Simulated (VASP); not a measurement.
# CaB2 in VASP: a series of runs

CaB2 is run at these levels: PBE; tasks: single point.

Everything below comes from runs of VASP 6.6.1. Logs are shortened: lines on timing, memory, paths and dates and some standing lists are left out, and cuts for length are marked.

## Step 1: The cell of the first run

The cell holds layers a few Å apart, 3 atoms: a = 3.226 Å, b = 3.226 Å, c = 5.067 Å, α = 90.00°, β = 90.00°, γ = 120.00°.

## Step 2: Single point, PBE

INCAR

```
SYSTEM = CaB2
ALGO = Normal
EDIFF = 1E-6
ENCUT = 520
GGA = PE
ISIF = 2
ISMEAR = -1
LASPH = .TRUE.
LCHARG = .FALSE.
LREAL = .FALSE.
LWAVE = .FALSE.
NBANDS = 15
NELM = 80
PREC = Accurate
SIGMA = 0.15
```

KPOINTS

```
k-points
0
G
  6 6 4
  0 0 0
```

POSCAR

```
CaB2
1.0
    3.2264300000      0.0000000000      0.0000000000
   -1.6132150000      2.7941710000      0.0000000000
    0.0000000000      0.0000000000      5.0673920000
Ca B
1 2
Direct
    0.0000000000      0.0000000000      0.0000000000
    0.3333333333      0.6666666667      0.4013299149
    0.6666666667      0.3333333333      0.4013299149
```

Potentials or basis: VASP PAW PBE potentials, release 64 (Ca_sv, B).

Command:

```console
> cat potpaw_PBE.64/Ca_sv/POTCAR potpaw_PBE.64/B/POTCAR > POTCAR
> mpirun -np 1 vasp_std > vasp.out
```

OUTCAR:

```text
SYSTEM = CaB2
   EDIFF = 1E-6
   ENCUT = 520
   GGA = PE
   ISIF = 2
   ISMEAR = -1
   LASPH = .TRUE.
   LREAL = .FALSE.
   NELM = 80
   PREC = Accurate

 ion  position               nearest neighbor table
   1  0.000  0.000  0.000-
   2  0.333  0.667  0.401-   3 1.86   3 1.86   3 1.86
   3  0.667  0.333  0.401-   2 1.86   2 1.86   2 1.86

  LATTYP: Found a hexagonal cell.
 ALAT       =     3.2264300000
 C/A-ratio  =     1.5705879254

  Lattice vectors:

 A1 = (   3.2264300000,   0.0000000000,   0.0000000000)
 A2 = (  -1.6132150000,   2.7941710000,   0.0000000000)
 A3 = (   0.0000000000,   0.0000000000,   5.0673920000)

Analysis of symmetry for initial positions (statically):
=====================================================================
 Subroutine PRICEL returns:
 Original cell was already a primitive cell.

 Routine SETGRP: Setting up the symmetry group for a
 hexagonal supercell.

 Subroutine GETGRP returns: Found 12 space group operations
 (whereof 12 operations were pure point group operations)
 out of a pool of 24 trial point group operations.

The static configuration has the point symmetry C_6v.

Analysis of symmetry for dynamics (positions and initial velocities):
=====================================================================
 Subroutine PRICEL returns:
 Original cell was already a primitive cell.

 Routine SETGRP: Setting up the symmetry group for a
 hexagonal supercell.

 Subroutine GETGRP returns: Found 12 space group operations
 (whereof 12 operations were pure point group operations)
 out of a pool of 24 trial point group operations.

The dynamic configuration has the point symmetry C_6v.

 Subroutine INISYM returns: Found 12 space group operations
 (whereof 12 operations are pure point group operations),
 and found     1 'primitive' translations

----------------------------------------------------------------------------------------

                                     Primitive cell

  volume of cell :      45.6835

  direct lattice vectors                    reciprocal lattice vectors
     3.226430000  0.000000000  0.000000000     0.309940089  0.178943952  0.000000000
    -1.613215000  2.794171000  0.000000000     0.000000000  0.357887903  0.000000000
     0.000000000  0.000000000  5.067392000     0.000000000  0.000000000  0.197340170

  length of vectors
     3.226430000  3.226430569  5.067392000     0.357887966  0.357887903  0.197340170

  position of ions in fractional coordinates (direct lattice)
     0.000000000  0.000000000  0.000000000
     0.333333333  0.666666667  0.401329915
     0.666666667  0.333333333  0.401329915

  ion indices of the primitive-cell ions
   primitive index   ion index
                 1           1
                 2           2
                 3           3

----------------------------------------------------------------------------------------

 KPOINTS: k-points

Automatic generation of k-mesh.
 Grid dimensions read from file:
 generate k-points for:    6    6    4

 Generating k-lattice:

  Cartesian coordinates                     Fractional coordinates (reciprocal lattice)
     0.051656681  0.029823992  0.000000000     0.166666667 -0.000000000  0.000000000
     0.000000000  0.059647984  0.000000000     0.000000000  0.166666667  0.000000000
     0.000000000  0.000000000  0.049335043     0.000000000  0.000000000  0.250000000

  Length of vectors
     0.059647994  0.059647984  0.049335043

  Shift w.r.t. Gamma in fractional coordinates (k-lattice)
     0.000000000  0.000000000  0.000000000

 Subroutine IBZKPT returns following result:
 ===========================================

 Found     21 irreducible k-points:

 Following reciprocal coordinates:
            Coordinates               Weight
  0.000000  0.000000  0.000000      1.000000
  0.166667  0.000000  0.000000      6.000000
  0.333333  0.000000  0.000000      6.000000
  0.500000 -0.000000  0.000000      3.000000
  0.166667  0.166667  0.000000      6.000000
  0.333333  0.166667  0.000000     12.000000
[... 13 lines left out ...]
  0.333333  0.166667  0.500000     12.000000
  0.333333  0.333333  0.500000      2.000000
   k-points           NKPTS =     21   k-points in BZ     NKDIM =     21   number of bands    NBANDS=     15
   number of dos      NEDOS =    301   number of ions     NIONS =      3
   total plane-waves  NPLWV =  23040
   dimension x,y,z NGX =    24 NGY =   24 NGZ =   40
   dimension x,y,z NGXF=    48 NGYF=   48 NGZF=   80
   ions per type =               1   2
   NGX,Y,Z   is equivalent  to a cutoff of  12.37, 12.37, 13.12 a.u.
   NGXF,Y,Z  is equivalent  to a cutoff of  24.73, 24.73, 26.25 a.u.
 SYSTEM =  CaB2
   PREC   = accura    normal or accurate (medium, high low for compatibility)
   ISTART =      0    job   : 0-new  1-cont  2-samecut
   ICHARG =      2    charge: 1-file 2-atom 10-const
   ISPIN  =      1    spin polarized calculation?
   LNONCOLLINEAR =      F non collinear calculations
   LSORBIT =      F    spin-orbit coupling
   LASPH  =      T    aspherical Exc in radial PAW
   ENCUT  =  520.0 eV  38.22 Ry    6.18 a.u.   6.00  6.00  9.42*2*pi/ulx,y,z
   NELM   =     80;   NELMIN=  2; NELMDL= -5     # of ELM steps
   EDIFF  = 0.1E-05   stopping-criterion for ELM
   LREAL  =      F    real-space projection
[... 7 lines left out ...]
   TEBEG  =    0.0;   TEEND  =   0.0 temperature during run
   PSTRESS=    0.0 pullay stress
   NELECT =      16.0000    total number of electrons
   NUPDOWN=      -1.0000    fix difference up-down
   EMIN   =  10.00;   EMAX   =-10.00  energy-range for DOS
   EFERMI =   0.00;   METHOD = LEGACY
   ISMEAR =    -1;   SIGMA  =   0.15  broadening in eV -4-tet -1-fermi 0-gaus
   EFERMI_NEDOS =   21; number of points for ismear=-14 and -15
   IALGO  =     38    algorithm
   IMIX   =      4    mixing-type and parameters
     AMIX     =   0.40;   BMIX     =  1.00
     AMIX_MAG =   1.60;   BMIX_MAG =  1.00
  volume/ion in A,a.u.               =      15.23       102.76
  Fermi-wavevector in a.u.,A,eV,Ry     =   1.153971  2.180689 18.118187  1.331649
  Thomas-Fermi vector in A             =   2.290611
   LORBIT       =      0    0 simple, 1 ext, 2 COOP (PROOUT), +10 PAW based schemes
   GGA     = PE    functional components
   LHFCALC =     F    Hartree Fock is set to
   AEXX    =    0.0000 exact exchange contribution
   IVDW    =     0    specifies the selected vdW correction
   LEPSILON=     F    determine dielectric tensor
   LRPA    =     F    only Hartree local field effects (RPA)
 non-spin polarized calculation
  energy-cutoff  :      520.00
  volume of cell :       45.68
 maximum number of plane-waves:      1245
 NGX is ok and might be reduce to    24
   NGX = 11   NGY = 11   NGZ = 19

 number of electron      16.0000001 magnetization

 Free energy of the ion-electron system (eV)
  ---------------------------------------------------
  ext. energy  EPLUGINS =         0.00000000
  ---------------------------------------------------
  free energy    TOTEN  =       -14.62649656 eV

  energy without entropy =      -14.51915220  energy(sigma->0) =      -14.57282438

 E-fermi :   3.5793     XC(G=0):  -9.7819

 val. band max:        3.5677912782   @ k =   0.3333   0.3333   0.2500
 cond. band min:       3.6197452427   @ k =   0.5000  -0.0000   0.0000
 fundamental gap:      0.0519539645
 Fermi energy:         3.5793190673

 k-point     1 :       0.0000    0.0000    0.0000
  band No.  band energies     occupation
      1     -37.3767      2.00000
      2     -18.3276      2.00000
      3     -18.1489      2.00000
      4     -18.1489      2.00000
      5      -6.4676      2.00000
      6       0.5956      2.00000
      7       2.4762      1.99872
      8       4.2423      0.02379
      9       4.2423      0.02379
     10       7.3362      0.00000
     11       7.3362      0.00000
     12       8.1718      0.00000
     13       8.4493      0.00000
     14       8.4493      0.00000
     15      10.7365      0.00000

 k-point     2 :       0.1667    0.0000    0.0000
  band No.  band energies     occupation
      1     -37.3502      2.00000
      2     -18.3375      2.00000
      3     -18.2893      2.00000
      4     -18.1886      2.00000
      5      -6.0422      2.00000
      6       0.9384      2.00000
      7       2.5651      1.99769
      8       3.0290      1.95026
      9       3.6494      0.77054
     10       6.4417      0.00000
     11       7.6336      0.00000
     12       8.0376      0.00000
     13       8.6889      0.00000
     14       8.7471      0.00000
     15      10.7930      0.00000

 k-point     3 :       0.3333    0.0000    0.0000
  band No.  band energies     occupation
      1     -37.2966      2.00000
      2     -18.6870      2.00000
      3     -18.2669      2.00000
      4     -18.2232      2.00000
      5      -4.8286      2.00000
      6      -0.2536      2.00000
      7       1.7683      1.99999
      8       2.7417      1.99251
      9       3.8811      0.23598
     10       5.9231      0.00000
     11       7.4177      0.00000
     12       8.2600      0.00000
     13       8.4313      0.00000
     14       8.9841      0.00000
     15      10.6511      0.00000
[... 289 lines left out ...]
 k-point    20 :       0.3333    0.1667    0.5000
  band No.  band energies     occupation
      1     -37.2694      2.00000
      2     -18.7649      2.00000
      3     -18.4022      2.00000
      4     -18.1950      2.00000
      5      -3.7034      2.00000
      6      -1.3050      2.00000
      7       1.1811      2.00000
      8       2.3340      1.99950
      9       3.7963      0.38115
     10       6.4363      0.00000
     11       7.1615      0.00000
     12       8.1535      0.00000
     13       9.1857      0.00000
     14       9.8801      0.00000
     15      11.2255      0.00000

 k-point    21 :       0.3333    0.3333    0.5000
  band No.  band energies     occupation
      1     -37.2559      2.00000
      2     -18.6391      2.00000
      3     -18.6391      2.00000
      4     -18.1769      2.00000
      5      -2.3164      2.00000
      6      -2.3164      2.00000
      7      -0.0144      2.00000
      8       3.4505      1.40469
      9       3.4505      1.40469
     10       6.9249      0.00000
     11       6.9249      0.00000
     12       7.7879      0.00000
     13       9.0610      0.00000
     14       9.0610      0.00000
     15      10.8205      0.00000

------------------------ aborting loop because EDIFF is reached ----------------------------------------

  FORCE on cell =-STRESS in cart. coord.  units (eV):
  Direction    XX          YY          ZZ          XY          YZ          ZX
  --------------------------------------------------------------------------------------
  -------------------------------------------------------------------------------------
  Total       -0.5669166     -0.5669168     -5.9630048      0.0000000     -0.0000000      0.0000000
  in kB      -19.8824551    -19.8824645   -209.1298416      0.0000000     -0.0000000      0.0000000
  external PRESSURE =     -82.9649204 kB  Pullay stress =       0.0000000 kB

 VOLUME and BASIS-vectors are now :
 -----------------------------------------------------------------------------
  energy-cutoff  :      520.00
  volume of cell :       45.68
      direct lattice vectors                 reciprocal lattice vectors
     3.226430000  0.000000000  0.000000000     0.309940089  0.178943952  0.000000000
    -1.613215000  2.794171000  0.000000000     0.000000000  0.357887903  0.000000000
     0.000000000  0.000000000  5.067392000     0.000000000  0.000000000  0.197340170

 POSITION                                       TOTAL-FORCE (eV/Angst)
 -----------------------------------------------------------------------------------
      0.00000      0.00000      0.00000         0.000000     -0.000000     -0.443714
     -0.00000      1.86278      2.03370         0.000000      0.000000      0.221857
      1.61322      0.93139      2.03370        -0.000000      0.000000      0.221857
 -----------------------------------------------------------------------------------
    total drift:                                0.000000      0.000000      0.000166

  FREE ENERGIE OF THE ION-ELECTRON SYSTEM (eV)
  ---------------------------------------------------
  free  energy   TOTEN  =       -14.6264965554 eV

  energy  without entropy=      -14.5191522044  energy(sigma->0) =      -14.57282438
```

Run time: 25 s. Hardware: 1 thread of AMD EPYC 7R43 (Zen 3), shared host; peak memory 0.13 GiB.

Results:

```yaml
Free_energy: -14.6265 eV
Largest_force: 0.444 eV/Å
Band_gap_on_the_k_mesh: zero (bands 8 and 9 overlap by 1.45 eV)
```

Forces on the atoms (eV/Å):
```
Ca   0.000  0.000 -0.444
B    0.000  0.000  0.222
B    0.000  0.000  0.222
```

Caveat: the k points lie up to 0.37 Å⁻¹ apart, too coarse for converged energies and pressures of a metal.

## Step 3: Single point, PBE

This run uses another cell than the first one, of 18.23 Å³/atom.

INCAR

```
ALGO = Normal
EDIFF = 1E-6
ENCUT = 520
GGA = PE
ISIF = 2
ISMEAR = -1
LASPH = True
LCHARG = True
LELF = True
LREAL = False
LVHAR = True
LWAVE = False
NBANDS = 15
NELM = 80
PREC = Accurate
SIGMA = 0.15
```

KPOINTS

```
k-points
0
Gamma
  6 6 4
```

POSCAR

```
CaB2
1.0
    3.2264300000      0.0000000000      0.0000000000
   -1.6132150000      2.7941710000      0.0000000000
    0.0000000000      0.0000000000      6.0673920000
Ca B
1 2
Direct
    0.0000000000      0.0000000000      0.0000000000
    0.3333333333      0.6666666667      0.3351845406
    0.6666666667      0.3333333333      0.3351845406
```

Potentials or basis: VASP PAW PBE potentials, release 64 (Ca_sv, B).

Command:

```console
> cat potpaw_PBE.64/Ca_sv/POTCAR potpaw_PBE.64/B/POTCAR > POTCAR
> mpirun -np 1 vasp_std > vasp.out
```

It took 28 s on 1 thread of AMD EPYC 7R43 (Zen 3), shared host; peak memory 0.14 GiB.

The run converged. Its results:

```yaml
Free_energy: -13.6899 eV
Largest_force: 0.287 eV/Å
Band_gap_on_the_k_mesh: zero (bands 8 and 9 overlap by 1.16 eV)
```

Forces on the atoms (eV/Å):
```
Ca   0.000  0.000  0.287
B    0.000  0.000 -0.143
B    0.000  0.000 -0.143
```

Levels at points of the mesh, in eV from the Fermi level:
| k point | band 4 | band 5 | band 6 | band 7 | band 8 | band 9 | band 10 | band 11 | band 12 | band 13 |
| --- | --- | --- | --- | --- | --- | --- | --- | --- | --- | --- |
| (0.00, 0.00, 0.00) | -21.76 | -9.72 | -3.15 | -1.33 | 0.82 | 0.82 | 2.71 | 3.61 | 3.61 | 4.70 |
| (0.50, 0.00, 0.00) | -21.88 | -6.75 | -5.65 | -1.11 | -0.47 | -0.19 | 1.97 | 3.36 | 4.18 | 4.90 |
| (0.00, 0.00, 0.50) | -21.76 | -9.65 | -3.95 | 0.46 | 0.84 | 0.84 | 1.69 | 3.58 | 3.58 | 4.65 |
| (0.50, 0.00, 0.50) | -21.88 | -6.78 | -5.59 | -1.13 | -0.45 | -0.17 | 1.64 | 3.15 | 5.03 | 5.23 |

Caveat: the k points lie up to 0.37 Å⁻¹ apart, too coarse for converged energies and pressures of a metal.

## Step 4: Single point, PBE

This run uses another cell than the first one, of 21.24 Å³/atom.

INCAR

```
SYSTEM = CaB2
PREC     = Accurate       ! precision mode
ENCUT    = 520            ! plane-wave cutoff, eV
EDIFF    = 1E-6           ! SCF threshold, eV
ISMEAR   = -1             ! smearing method
SIGMA    = 0.15           ! smearing width, eV
LREAL    = .False.        ! projectors in reciprocal space
LASPH    = .True.         ! aspherical terms in the spheres
NELM     = 60             ! most SCF steps
ALGO     = Normal         ! electronic algorithm
ISIF     = 2              ! what is computed and relaxed
LWAVE    = .False.        ! write WAVECAR
LCHARG   = .True.         ! write CHGCAR
GGA      = PE             ! functional
LELF     = .True.         ! ELF
LVHAR    = .True.       
NBANDS   = 15             ! bands
```

KPOINTS

```
regular mesh
0
Gamma
  6 6 4
  0 0 0
```

POSCAR

```
CaB2
1.0
    3.2264300000      0.0000000000      0.0000000000
   -1.6132150000      2.7941710000      0.0000000000
    0.0000000000      0.0000000000      7.0673920000
Ca B
1 2
Direct
    0.0000000000      0.0000000000      0.0000000000
    0.3333333333      0.6666666667      0.2877576339
    0.6666666667      0.3333333333      0.2877576339
```

Command:

```console
> cat potpaw_PBE.64/Ca_sv/POTCAR potpaw_PBE.64/B/POTCAR > POTCAR
> mpirun -np 1 vasp_std > vasp.out
```

Run time: 32 s. Hardware: 1 thread of AMD EPYC 7R43 (Zen 3), shared host; peak memory 0.15 GiB.

It converged, with:

| Property | Result |
| --- | --- |
| Free energy | -13.3619 eV |
| Largest force | 0.644 eV/Å |
| Band gap on the k mesh | zero (bands 8 and 9 overlap by 1.02 eV) |

Forces on the atoms (eV/Å):
```
Ca   0.000  0.000  0.644
B    0.000  0.000 -0.322
B    0.000  0.000 -0.322
```

Levels at points of the mesh, in eV from the Fermi level:
```csv
k point,band 5,band 6,band 7,band 8,band 9,band 10,band 11,band 12
"(0.00, 0.00, 0.00)",-9.63,-3.30,-1.11,0.87,0.87,1.94,3.64,3.64
"(0.50, 0.00, 0.00)",-6.71,-5.57,-1.08,-0.24,-0.16,1.56,3.67,3.89
"(0.00, 0.00, 0.50)",-9.61,-3.59,-0.15,0.87,0.87,1.13,3.63,3.63
"(0.50, 0.00, 0.50)",-6.71,-5.56,-1.08,-0.31,-0.04,1.41,3.35,4.59
```

Caveat: the k points lie up to 0.37 Å⁻¹ apart, too coarse for converged energies and pressures of a metal.

## Step 5: Single point, PBE

This run uses another cell than the first one.

INCAR

```
  PREC = Accurate
  ENCUT = 520
  EDIFF = 1E-6
  ISMEAR = -1
  SIGMA = 0.15
  LREAL = F
  LASPH = T
  NELM = 60
  ALGO = Normal
  ISIF = 2
  LWAVE = F
  LCHARG = F
  GGA = PE
  NBANDS = 15
```

KPOINTS

```
Automatic mesh
0
Gamma
  6 6 4
```

POSCAR

```
CaB2
1.0
    3.2264300000      0.0000000000      0.0000000000
   -1.6132150000      2.7941710000      0.0000000000
    0.0000000000      0.0000000000      9.0673920000
Ca B
1 2
Direct
    0.0000000000      0.0000000000      0.0000000000
    0.3333333333      0.6666666667      0.2242867629
    0.6666666667      0.3333333333      0.2242867629
```

Command:

```console
> cat potpaw_PBE.64/Ca_sv/POTCAR potpaw_PBE.64/B/POTCAR > POTCAR
> mpirun -np 1 vasp_std > vasp.out
```

It took 39 s on 1 thread of AMD EPYC 7R43 (Zen 3), shared host; peak memory 0.16 GiB.

Results (log left out):

```
Free energy            : -13.2600 eV
Largest force          : 0.753 eV/Å
Band gap on the k mesh : zero (bands 8 and 9 overlap by 0.91 eV)
```

Forces on the atoms (eV/Å):
```
Ca   0.000  0.000  0.753
B    0.000  0.000 -0.377
B    0.000  0.000 -0.377
```

Levels at points of the mesh, in eV from the Fermi level:
| k point | band 6 | band 7 | band 8 | band 9 | band 10 | band 11 |
| --- | --- | --- | --- | --- | --- | --- |
| (0.00, 0.00, 0.00) | -3.38 | -0.80 | 0.88 | 0.88 | 1.44 | 3.67 |
| (0.50, 0.00, 0.00) | -5.55 | -1.07 | -0.24 | -0.03 | 1.42 | 3.54 |
| (0.00, 0.00, 0.50) | -3.41 | -0.66 | 0.88 | 0.88 | 1.23 | 3.67 |
| (0.50, 0.00, 0.50) | -5.55 | -1.07 | -0.25 | -0.02 | 1.41 | 3.49 |

Caveat: the k points lie up to 0.37 Å⁻¹ apart, too coarse for converged energies and pressures of a metal.

## Step 6: Summary

| cell | gap on the mesh (eV) | largest force (eV/Å) |
| --- | --- | --- |
| a = 3.226, b = 3.226, c = 5.067 Å, angles 90.0, 90.0, 120.0°, 3 atoms | none | 0.44 |
| a = 3.226, b = 3.226, c = 6.067 Å, angles 90.0, 90.0, 120.0°, 3 atoms | none | 0.29 |
| a = 3.226, b = 3.226, c = 7.067 Å, angles 90.0, 90.0, 120.0°, 3 atoms | none | 0.64 |
| a = 3.226, b = 3.226, c = 9.067 Å, angles 90.0, 90.0, 120.0°, 3 atoms | none | 0.75 |

Alike in all rows: task single point; level PBE; potentials or basis VASP PAW PBE potentials, release 64 (Ca_sv, B); no spin polarisation; k mesh 6 × 6 × 4; cutoff (eV) 520; smearing fermi-dirac 0.15 eV.

Caveats: all runs use coarse meshes.

Total energies depend on the potentials used, so only differences within one code and one set of settings carry meaning.
